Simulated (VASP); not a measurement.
Runs of VASP 6.6.1 on K. The structure is that of space group Pm-3m (No. 221), or close to it. The cells are those of the table. This isn't the form of K at room conditions, which is bcc.

```tsv
cell	gap on the mesh (eV)	pressure (GPa)
a = 4.131 Å, 1 atom	none	-0.1
a = 4.422 Å, 1 atom	none	-0.5
a = 4.192 Å, 1 atom	none	(a)
a = 4.252 Å, 1 atom	none	-0.3
a = 4.367 Å, 1 atom	none	-0.5
a = 4.476 Å, 1 atom	none	(b)
a = 4.310 Å, 1 atom	none	-0.4
```

Alike in all rows: task single point; level LDA; potentials or basis VASP PAW LDA potentials, release 64 (K_sv); no spin polarisation; k mesh 6 × 6 × 6; cutoff (eV) 500; smearing methfessel-paxton 0.15 eV.

Problem. Estimate the missing entries.

Solution. (a) -0.2; (b) -0.6.

A gap of «none» marks levels without a gap at the run's occupations.
